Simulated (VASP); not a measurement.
# HfN (Fm-3m) in VASP: further runs

Aim: see how the results for HfN move with the level of theory and the settings. Levels: PBEsol, revPBE+D3(BJ), PBE+D3(BJ). Tasks: single point.

All numbers are computed with VASP 6.6.1; they aren't measurements. Logs are shortened: lines on timing, memory, paths and dates and some standing lists are left out, and cuts for length are marked.

## Step 1: The cell of the first run

The structure is cubic, space group Fm-3m (No. 225). The conventional cell has a = 4.502 Å, b = 4.502 Å, c = 4.502 Å, α = 90.00°, β = 90.00°, γ = 90.00°. Within 3.0 Å of Hf (site symmetry m-3m) lie 6 N at 2.25 Å. Within 3.0 Å of N (site symmetry m-3m) lie 6 Hf at 2.25 Å.

## Step 2: Single point, PBEsol

INCAR reads:

```
PREC = Accurate
ENCUT = 520
EDIFF = 1E-7
ISMEAR = -1
SIGMA = 0.1
LREAL = F
LASPH = T
NELM = 60
ALGO = Normal
ISIF = 2
LWAVE = F
LCHARG = F
GGA = PS
NBANDS = 14
```

KPOINTS reads:

```
Automatic mesh
0
Gamma
  11 11 11
```

POSCAR reads:

```
HfN
1.0
    0.0000000000      2.2511942922      2.2511942922
    2.2511942922      0.0000000000      2.2511942922
    2.2511942922      2.2511942922      0.0000000000
Hf N
1 1
Direct
    0.0000000000      0.0000000000      0.0000000000
    0.5000000000      0.5000000000      0.5000000000
```

Potentials or basis: VASP PAW PBE potentials, release 64 (Hf_pv, N).

The run is started by

```
$ cat potpaw_PBE.64/Hf_pv/POTCAR potpaw_PBE.64/N/POTCAR > POTCAR
$ mpirun -np 1 vasp_std > vasp.out
```

OUTCAR:

```text
PREC = Accurate
   ENCUT = 520
   EDIFF = 1E-7
   ISMEAR = -1
   LREAL = F
   LASPH = T
   NELM = 60
   ISIF = 2
   GGA = PS

 ion  position               nearest neighbor table
   1  0.000  0.000  0.000-   2 2.25   2 2.25   2 2.25   2 2.25   2 2.25   2 2.25
   2  0.500  0.500  0.500-   1 2.25   1 2.25   1 2.25   1 2.25   1 2.25   1 2.25

  LATTYP: Found a face centered cubic cell.
 ALAT       =     4.5023885844

  Lattice vectors:

 A1 = (   0.0000000000,   2.2511942922,   2.2511942922)
 A2 = (   2.2511942922,   0.0000000000,   2.2511942922)
 A3 = (   2.2511942922,   2.2511942922,   0.0000000000)

Analysis of symmetry for initial positions (statically):
=====================================================================
 Subroutine PRICEL returns:
 Original cell was already a primitive cell.

 Routine SETGRP: Setting up the symmetry group for a
 face centered cubic supercell.

 Subroutine GETGRP returns: Found 48 space group operations
 (whereof 48 operations were pure point group operations)
 out of a pool of 48 trial point group operations.

The static configuration has the point symmetry O_h .

Analysis of symmetry for dynamics (positions and initial velocities):
=====================================================================
 Subroutine PRICEL returns:
 Original cell was already a primitive cell.

 Routine SETGRP: Setting up the symmetry group for a
 face centered cubic supercell.

 Subroutine GETGRP returns: Found 48 space group operations
 (whereof 48 operations were pure point group operations)
 out of a pool of 48 trial point group operations.

The dynamic configuration has the point symmetry O_h .

 Subroutine INISYM returns: Found 48 space group operations
 (whereof 48 operations are pure point group operations),
 and found     1 'primitive' translations

----------------------------------------------------------------------------------------

                                     Primitive cell

  volume of cell :      22.8175

  direct lattice vectors                    reciprocal lattice vectors
     0.000000000  2.251194292  2.251194292    -0.222104330  0.222104330  0.222104330
     2.251194292  0.000000000  2.251194292     0.222104330 -0.222104330  0.222104330
     2.251194292  2.251194292  0.000000000     0.222104330  0.222104330 -0.222104330

  length of vectors
     3.183669500  3.183669500  3.183669500     0.384695984  0.384695984  0.384695984

  position of ions in fractional coordinates (direct lattice)
     0.000000000  0.000000000  0.000000000
     0.500000000  0.500000000  0.500000000

  ion indices of the primitive-cell ions
   primitive index   ion index
                 1           1
                 2           2

----------------------------------------------------------------------------------------

 KPOINTS: Automatic mesh

Automatic generation of k-mesh.
 Grid dimensions read from file:
 generate k-points for:   11   11   11

 Generating k-lattice:

  Cartesian coordinates                     Fractional coordinates (reciprocal lattice)
    -0.020191303  0.020191303  0.020191303     0.090909091  0.000000000  0.000000000
     0.020191303 -0.020191303  0.020191303     0.000000000  0.090909091  0.000000000
     0.020191303  0.020191303 -0.020191303     0.000000000  0.000000000  0.090909091

  Length of vectors
     0.034972362  0.034972362  0.034972362

  Shift w.r.t. Gamma in fractional coordinates (k-lattice)
     0.000000000  0.000000000  0.000000000

 Subroutine IBZKPT returns following result:
 ===========================================

 Found     56 irreducible k-points:

 Following reciprocal coordinates:
            Coordinates               Weight
  0.000000  0.000000  0.000000      1.000000
  0.090909  0.000000  0.000000      8.000000
  0.181818  0.000000  0.000000      8.000000
  0.272727  0.000000  0.000000      8.000000
  0.363636  0.000000  0.000000      8.000000
  0.454545  0.000000  0.000000      8.000000
[... 16 lines left out ...]
 -0.272727  0.181818  0.000000     24.000000
 -0.181818  0.181818  0.000000     12.000000
 [... further k-points ...]
   k-points           NKPTS =     56   k-points in BZ     NKDIM =     56   number of bands    NBANDS=     14
   number of dos      NEDOS =    301   number of ions     NIONS =      2
   total plane-waves  NPLWV =  13824
   dimension x,y,z NGX =    24 NGY =   24 NGZ =   24
   dimension x,y,z NGXF=    48 NGYF=   48 NGZF=   48
   ions per type =               1   1
   NGX,Y,Z   is equivalent  to a cutoff of  12.53, 12.53, 12.53 a.u.
   NGXF,Y,Z  is equivalent  to a cutoff of  25.06, 25.06, 25.06 a.u.
 SYSTEM =  unknown system
   PREC   = accura    normal or accurate (medium, high low for compatibility)
   ISTART =      0    job   : 0-new  1-cont  2-samecut
   ICHARG =      2    charge: 1-file 2-atom 10-const
   ISPIN  =      1    spin polarized calculation?
   LNONCOLLINEAR =      F non collinear calculations
   LSORBIT =      F    spin-orbit coupling
   LASPH  =      T    aspherical Exc in radial PAW
   ENCUT  =  520.0 eV  38.22 Ry    6.18 a.u.   5.92  5.92  5.92*2*pi/ulx,y,z
   NELM   =     60;   NELMIN=  2; NELMDL= -5     # of ELM steps
   EDIFF  = 0.1E-06   stopping-criterion for ELM
   LREAL  =      F    real-space projection
   EDIFFG = 0.1E-05   stopping-criterion for IOM
   NSW    =      0    number of steps for IOM
   IBRION =     -1    ionic relax: 0-MD 1-quasi-New 2-CG
   NFREE  =      0    steps in history (QN), initial steepest desc. (CG)
   ISIF   =      2    stress and relaxation
   ISYM   =      2    0-nonsym 1-usesym 2-fastsym
   POTIM  = 0.5000    time-step for ionic-motion
   TEBEG  =    0.0;   TEEND  =   0.0 temperature during run
   PSTRESS=    0.0 pullay stress
   NELECT =      15.0000    total number of electrons
   NUPDOWN=      -1.0000    fix difference up-down
   EMIN   =  10.00;   EMAX   =-10.00  energy-range for DOS
   EFERMI =   0.00;   METHOD = LEGACY
   ISMEAR =    -1;   SIGMA  =   0.10  broadening in eV -4-tet -1-fermi 0-gaus
   EFERMI_NEDOS =   21; number of points for ismear=-14 and -15
   IALGO  =     38    algorithm
   IMIX   =      4    mixing-type and parameters
     AMIX     =   0.40;   BMIX     =  1.00
     AMIX_MAG =   1.60;   BMIX_MAG =  1.00
  volume/ion in A,a.u.               =      11.41        76.99
  Fermi-wavevector in a.u.,A,eV,Ry     =   1.423472  2.689972 27.569113  2.026273
  Thomas-Fermi vector in A             =   2.544066
   LORBIT       =      0    0 simple, 1 ext, 2 COOP (PROOUT), +10 PAW based schemes
   GGA     = PS    functional components
   LHFCALC =     F    Hartree Fock is set to
   AEXX    =    0.0000 exact exchange contribution
   IVDW    =     0    specifies the selected vdW correction
   LEPSILON=     F    determine dielectric tensor
   LRPA    =     F    only Hartree local field effects (RPA)
 non-spin polarized calculation
  energy-cutoff  :      520.00
  volume of cell :       22.82
 maximum number of plane-waves:       624
   NGX = 11   NGY = 11   NGZ = 11

 number of electron      15.0000001 magnetization

 Free energy of the ion-electron system (eV)
  ---------------------------------------------------
  ext. energy  EPLUGINS =         0.00000000
  ---------------------------------------------------
  free energy    TOTEN  =       -22.99777325 eV

  energy without entropy =      -22.97533752  energy(sigma->0) =      -22.98655538

 E-fermi :   8.2438     XC(G=0): -12.9482

 val. band max:        8.2202428389   @ k =   0.4545   0.1818   0.0000
 cond. band min:       8.2678799076   @ k =  -0.0909   0.0909   0.0000
 fundamental gap:      0.0476370686
 Fermi energy:         8.2437981481

 k-point     1 :       0.0000    0.0000    0.0000
  band No.  band energies     occupation
      1     -22.7285      2.00000
      2     -22.7285      2.00000
      3     -22.7285      2.00000
      4      -9.2083      2.00000
      5       5.2963      2.00000
      6       5.2963      2.00000
      7       5.2963      2.00000
      8       7.9139      1.92880
      9       7.9139      1.92880
     10       7.9139      1.92880
     11      10.2031      0.00000
     12      10.2600      0.00000
     13      10.2600      0.00000
     14      17.8542      0.00000

 k-point     2 :       0.0909    0.0000    0.0000
  band No.  band energies     occupation
      1     -22.8169      2.00000
      2     -22.7358      2.00000
      3     -22.7358      2.00000
      4      -9.0118      2.00000
      5       4.4964      2.00000
      6       4.8197      2.00000
      7       4.8197      2.00000
      8       8.1227      1.54102
      9       8.1932      1.24756
     10       8.1932      1.24756
     11      10.7935      0.00000
     12      10.8958      0.00000
     13      10.8958      0.00000
     14      18.5033      0.00000

 k-point     3 :       0.1818    0.0000    0.0000
  band No.  band energies     occupation
      1     -23.0457      2.00000
      2     -22.7552      2.00000
      3     -22.7552      2.00000
      4      -8.4738      2.00000
      5       2.9794      2.00000
      6       3.9041      2.00000
      7       3.9041      2.00000
      8       8.4578      0.21056
      9       8.8945      0.00298
     10       8.8945      0.00298
     11      12.0827      0.00000
     12      12.3759      0.00000
     13      12.3759      0.00000
     14      20.1369      0.00000
[... 324 lines left out ...]
 k-point    23 :      -0.2727    0.1818    0.0000
  band No.  band energies     occupation
      1     -23.4546      2.00000
      2     -23.0130      2.00000
      3     -22.7995      2.00000
      4      -7.1420      2.00000
      5       0.5575      2.00000
      6       2.3972      2.00000
      7       3.0167      2.00000
      8       9.7027      0.00000
      9      10.2168      0.00000
     10      11.8998      0.00000
     11      12.7187      0.00000
     12      15.5997      0.00000
     13      16.8662      0.00000
     14      20.3881      0.00000

 k-point    24 :      -0.1818    0.1818    0.0000
  band No.  band energies     occupation
      1     -23.2973      2.00000
      2     -22.9373      2.00000
      3     -22.7648      2.00000
      4      -7.6337      2.00000
      5       1.2747      2.00000
      6       2.7298      2.00000
      7       3.4905      2.00000
      8       9.1555      0.00022
      9       9.3541      0.00003
     10      11.4156      0.00000
     11      11.5998      0.00000
     12      14.5783      0.00000
     13      15.5848      0.00000
     14      20.5781      0.00000

 [... further k-points ...]
[... 5 lines left out ...]
  --------------------------------------------------------------------------------------
  -------------------------------------------------------------------------------------
  Total       -0.3136242     -0.3136242     -0.3136242      0.0000000      0.0000000      0.0000000
  in kB      -22.0217156    -22.0217156    -22.0217156      0.0000000      0.0000000      0.0000000
  external PRESSURE =     -22.0217156 kB  Pullay stress =       0.0000000 kB

 VOLUME and BASIS-vectors are now :
 -----------------------------------------------------------------------------
  energy-cutoff  :      520.00
  volume of cell :       22.82
      direct lattice vectors                 reciprocal lattice vectors
     0.000000000  2.251194292  2.251194292    -0.222104330  0.222104330  0.222104330
     2.251194292  0.000000000  2.251194292     0.222104330 -0.222104330  0.222104330
     2.251194292  2.251194292  0.000000000     0.222104330  0.222104330 -0.222104330

 POSITION                                       TOTAL-FORCE (eV/Angst)
 -----------------------------------------------------------------------------------
      0.00000      0.00000      0.00000         0.000000     -0.000000      0.000000
      2.25119      2.25119      2.25119        -0.000000      0.000000     -0.000000
 -----------------------------------------------------------------------------------
    total drift:                                0.000000     -0.000000     -0.000000

  FREE ENERGIE OF THE ION-ELECTRON SYSTEM (eV)
  ---------------------------------------------------
  free  energy   TOTEN  =       -22.9977732517 eV

  energy  without entropy=      -22.9753375165  energy(sigma->0) =      -22.98655538
```

Run time: 6.4 s. Hardware: 1 thread of Intel Xeon 6975P-C (Granite Rapids), shared host; peak memory 0.14 GiB.

Results:

```
Free energy : -22.9978 eV
Pressure    : -2.2 GPa
```

Caveat: the PAW data sets were made with another functional, which shifts forces and pressure a little; spin-orbit coupling is left out, which moves the levels of the heavy elements.

## Step 3: Single point, revPBE+D3(BJ)

This run uses another cell than the first one, of 11.46 Å³/atom, 1.005 times its volume.

INCAR reads:

```
PREC = Accurate ; ENCUT = 520
EDIFF = 1E-7 ; ISMEAR = -1
SIGMA = 0.1 ; LREAL = F
LASPH = T ; NELM = 60
ALGO = Normal ; ISIF = 2
LWAVE = F ; LCHARG = F
GGA = RE ; IVDW = 12
NBANDS = 14
```

KPOINTS is that of step 2.

POSCAR reads:

```
HfN
1.0
    0.0000000000      2.2546422267      2.2546422267
    2.2546422267      0.0000000000      2.2546422267
    2.2546422267      2.2546422267      0.0000000000
Hf N
1 1
Direct
    0.0000000000      0.0000000000      0.0000000000
    0.5000000000      0.5000000000      0.5000000000
```

Potentials or basis: VASP PAW PBE potentials, release 64 (Hf_pv, N).

The run is started by

```
$ cat potpaw_PBE.64/Hf_pv/POTCAR potpaw_PBE.64/N/POTCAR > POTCAR
$ mpirun -np 1 vasp_std > vasp.out
```

OUTCAR:

```text
PREC = Accurate
   ENCUT = 520
   EDIFF = 1E-7
   ISMEAR = -1
   LREAL = F
   LASPH = T
   NELM = 60
   ISIF = 2
   GGA = RE
   IVDW = 12
 IVDW          = 12

 ion  position               nearest neighbor table
   1  0.000  0.000  0.000-   2 2.25   2 2.25   2 2.25   2 2.25   2 2.25   2 2.25
   2  0.500  0.500  0.500-   1 2.25   1 2.25   1 2.25   1 2.25   1 2.25   1 2.25

  LATTYP: Found a face centered cubic cell.
 ALAT       =     4.5092844534

  Lattice vectors:

 A1 = (   0.0000000000,   2.2546422267,   2.2546422267)
 A2 = (   2.2546422267,   0.0000000000,   2.2546422267)
 A3 = (   2.2546422267,   2.2546422267,   0.0000000000)

Analysis of symmetry for initial positions (statically):
=====================================================================
 Subroutine PRICEL returns:
 Original cell was already a primitive cell.

 Routine SETGRP: Setting up the symmetry group for a
 face centered cubic supercell.

 Subroutine GETGRP returns: Found 48 space group operations
 (whereof 48 operations were pure point group operations)
 out of a pool of 48 trial point group operations.

The static configuration has the point symmetry O_h .

Analysis of symmetry for dynamics (positions and initial velocities):
[... 176 lines left out ...]
     10       8.1903      1.90973
     11      10.3593      0.00000
     12      10.5203      0.00000
     13      10.5203      0.00000
     14      18.0764      0.00000
[... 377 lines left out ...]
      1     -23.1874      2.00000
      2     -22.8396      2.00000
      3     -22.6734      2.00000
      4      -7.5545      2.00000
      5       1.5138      2.00000
      6       2.9636      2.00000
      7       3.7145      2.00000
      8       9.3829      0.00028
      9       9.6150      0.00003
     10      11.6343      0.00000
     11      11.8183      0.00000
     12      14.7705      0.00000
     13      15.7682      0.00000
     14      20.8036      0.00000

 [... further k-points ...]

------------------------ aborting loop because EDIFF is reached ----------------------------------------

 Edisp (eV)   -1.42912

 E8    (eV) :    -1.0204

  FORCE on cell =-STRESS in cart. coord.  units (eV):
  Direction    XX          YY          ZZ          XY          YZ          ZX
  --------------------------------------------------------------------------------------
  -------------------------------------------------------------------------------------
  Total      -0.35577    -0.35577    -0.35577     0.00000    -0.00000     0.00000
  in kB     -24.86687   -24.86687   -24.86687     0.00000    -0.00000     0.00000
  external pressure =      -24.87 kB  Pullay stress =        0.00 kB

 VOLUME and BASIS-vectors are now :
 -----------------------------------------------------------------------------
  energy-cutoff  :      520.00
  volume of cell :       22.92
      direct lattice vectors                 reciprocal lattice vectors
     0.000000000  2.254642227  2.254642227    -0.221764675  0.221764675  0.221764675
     2.254642227  0.000000000  2.254642227     0.221764675 -0.221764675  0.221764675
     2.254642227  2.254642227  0.000000000     0.221764675  0.221764675 -0.221764675

 POSITION                                       TOTAL-FORCE (eV/Angst)
 -----------------------------------------------------------------------------------
      0.00000      0.00000      0.00000        -0.000000     -0.000000     -0.000000
      2.25464      2.25464      2.25464         0.000000      0.000000      0.000000
 -----------------------------------------------------------------------------------
    total drift:                                0.000000     -0.000000     -0.000000

  FREE ENERGIE OF THE ION-ELECTRON SYSTEM (eV)
  ---------------------------------------------------
  free  energy   TOTEN  =       -22.3650106868 eV

  energy  without entropy=      -22.3425120463  energy(sigma->0) =      -22.35376137
```

OSZICAR:

```text
N       E                     dE             d eps       ncg     rms          rms(c)
DAV:   1     0.392498264946E+02    0.39250E+02   -0.77535E+03  1568   0.101E+03
DAV:   2    -0.219829323683E+02   -0.61233E+02   -0.57483E+02  2092   0.239E+02
DAV:   3    -0.238991974447E+02   -0.19163E+01   -0.19084E+01  1814   0.346E+01
DAV:   4    -0.239062783526E+02   -0.70809E-02   -0.70800E-02  1862   0.244E+00
DAV:   5    -0.239063235803E+02   -0.45228E-04   -0.45227E-04  1790   0.165E-01    0.495E+01
DAV:   6    -0.210199223544E+02    0.28864E+01   -0.80295E+00  1718   0.220E+01    0.418E+01
DAV:   7    -0.209589201209E+02    0.61002E-01   -0.44613E-01  1928   0.593E+00    0.265E+01
DAV:   8    -0.209410385681E+02    0.17882E-01   -0.95756E-02  1802   0.273E+00    0.586E+00
DAV:   9    -0.209359844832E+02    0.50541E-02   -0.14262E-02  1760   0.968E-01    0.196E+00
DAV:  10    -0.209359260690E+02    0.58414E-04   -0.10720E-03  2032   0.321E-01    0.450E-01
DAV:  11    -0.209358927178E+02    0.33351E-04   -0.72916E-05  1784   0.861E-02    0.121E-01
DAV:  12    -0.209358904703E+02    0.22474E-05   -0.85924E-06  2068   0.248E-02    0.191E-02
DAV:  13    -0.209358901745E+02    0.29582E-06   -0.25501E-07  1664   0.506E-03    0.626E-03
DAV:  14    -0.209358900895E+02    0.84968E-07   -0.16358E-08  1126   0.120E-03
   1 F= -.22365011E+02 E0= -.22353761E+02  d E =-.224986E-01
```

stdout:

```text
POSCAR found type information on POSCAR HfN
 POSCAR found :  2 types and       2 ions
 scaLAPACK will be used
 -----------------------------------------------------------------------------
|                                                                             |
|                                                                             |
|     You enforced a specific xc type in the INCAR file but a different       |
|     I HOPE YOU KNOW WHAT YOU ARE DOING!                                     |
|                                                                             |
 -----------------------------------------------------------------------------

 LDA part: xc-table for (Slater+PW92), standard interpolation
 POSCAR, INCAR and KPOINTS ok, starting setup
 FFT: planning ... GRIDC
 FFT: planning ... GRID_SOFT
 FFT: planning ... GRID
 WAVECAR not read
 entering main loop
```

Run time: 6.2 s. Hardware: 1 thread of Intel Xeon 6975P-C (Granite Rapids), shared host; peak memory 0.16 GiB.

What came out:

* Free energy: -22.3650 eV
* Pressure: -2.5 GPa
* Dispersion energy per atom: -0.715 eV

Levels at points of the mesh, in eV from the Fermi level:
| k point | band 6 | band 7 | band 8 | band 9 | band 10 | band 11 |
| --- | --- | --- | --- | --- | --- | --- |
| (0.00, 0.00, 0.00) | -3.02 | -3.02 | -0.31 | -0.31 | -0.31 | 1.86 |

Caveat: the PAW data sets were made with another functional, which shifts forces and pressure a little; spin-orbit coupling is left out, which moves the levels of the heavy elements; pairwise dispersion overbinds metals, which lowers pressure and volume.

[end of part 1 of 2]
